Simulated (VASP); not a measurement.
Wanted: the native input for a VASP 6.6.1 run.

* Task: single point
* Functional: PBE
* Potentials or basis: VASP PAW PBE potentials, release 64 (Mg, Re)
* Cutoff: 520 eV
* k mesh: 14 × 14 × 14
* Occupations: gaussian, width 0.15 eV
* Spin: no spin polarisation
* Dipole correction: no
* Further INCAR settings: ALGO = Normal; EDIFF = 1e-06; NBANDS = 20

The structure of MgRe3 lies in POSCAR:

```
MgRe3
1.0
    0.0000000000      3.1128587139      3.1128587139
    3.1128587139      0.0000000000      3.1128587139
    3.1128587139      3.1128587139      0.0000000000
Mg Re
1 3
Direct
    0.0240936088     -0.0240936088      0.0240936088
    0.2500000000      0.2500000000      0.2500000000
    0.5000000000      0.5000000000      0.5000000000
    0.7500000000      0.7500000000      0.7500000000
```

This cell differs from its parent crystal: all Mg atoms moved +0.150 Å, as atom 1 along Cartesian [0 1 0].

One way to write it, as run:

INCAR

```
PREC = Accurate
ENCUT = 520
EDIFF = 1E-6
ISMEAR = 0
SIGMA = 0.15
LREAL = False
LASPH = True
NELM = 100
ALGO = Normal
ISIF = 2
LWAVE = False
LCHARG = False
GGA = PE
NBANDS = 20
```

KPOINTS

```
Automatic mesh
0
Gamma
  14 14 14
```

Potentials or basis: VASP PAW PBE potentials, release 64 (Mg, Re).

Launch:

```bash
$ cat potpaw_PBE.64/Mg/POTCAR potpaw_PBE.64/Re/POTCAR > POTCAR
$ mpirun -np 1 vasp_std > vasp.out
```

It gave:

```json
{
  "Pressure": "0.1 GPa",
  "Largest force": "1.614 eV/Å",
  "Band gap on the k mesh": "zero (an odd number of electrons rules out a gap without spin polarisation)"
}
```

Caveat: the cell differs from its parent crystal (all Mg atoms moved +0.150 Å, as atom 1 along Cartesian [0 1 0]); spin-orbit coupling is left out, which moves the levels of the heavy elements; forces of over 1 eV/Å act on the atoms, so gaps and moduli don't describe the material at rest.

Run time: 5.7 min on 1 thread of Intel(R) Xeon(R) Platinum 8259CL CPU @ 2.50GHz (Skylake/Cascade Lake), with other jobs on the host, peak memory 0.42 GiB.
